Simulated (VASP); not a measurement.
Wanted: the native input for a VASP 6.6.1 run.

```
Task                   : relaxation of cell and atoms
Functional             : PBEsol
Potentials or basis    : VASP PAW PBE potentials, release 64 (Sn_d)
Cutoff                 : 600 eV
k mesh                 : 18 × 18 × 18
Occupations            : gaussian, width 0.1 eV
Spin                   : no spin polarisation
Dipole correction      : no
Further INCAR settings : ALGO = Fast; EDIFF = 1e-06; IBRION = 2; EDIFFG = -0.01; NSW = 100; ISIF = 3
```

The structure of Sn lies in POSCAR:

```
Sn
1.0
    2.2069620070      1.2741901088      1.6539514861
   -2.2069620070      1.2741901088      1.6539514861
    0.0000000000     -2.5483802177      1.6539514861
Sn
1
Direct
    0.5000000000      0.5000000000      0.5000000000
```

The input as run:

INCAR

```
SYSTEM = Sn
  PREC = Accurate
  ENCUT = 600
  EDIFF = 1E-6
  ISMEAR = 0
  SIGMA = 0.1
  LREAL = .False.
  LASPH = .True.
  NELM = 100
  ALGO = Fast
  ISIF = 3
  LWAVE = .False.
  LCHARG = .False.
  GGA = PS
  IBRION = 2
  NSW = 100
  EDIFFG = -0.01
```

KPOINTS

```
regular mesh
0
Gamma
  18 18 18
  0 0 0
```

Potentials or basis: VASP PAW PBE potentials, release 64 (Sn_d).

Run with:

```bash
$ cat potpaw_PBE.64/Sn_d/POTCAR > POTCAR
$ mpirun -np 1 vasp_std > vasp.out
```

It gave:

The relaxed volume is 27.87 Å³/atom, the relaxed cell is a = 3.032 Å, b = 3.032 Å, c = 3.032 Å, α = 90.17°, β = 90.17°, γ = 90.17° and the space group after relaxing (to 0.1 Å) is Pm-3m (No. 221). The energy gained by relaxing is 4.9 meV/atom, the ionic steps are 10 and the pressure after relaxing is 0.0 GPa. The band gap on the k mesh is zero (bands 7 and 8 overlap by 7.68 eV).

Caveat: the PAW data sets were made with another functional, which shifts forces and pressure a little; spin-orbit coupling is left out, which moves the levels of the heavy elements.

Wall time 13 min on 1 thread of Intel Xeon 8259CL, with other jobs on the host, peak memory 0.34 GiB.
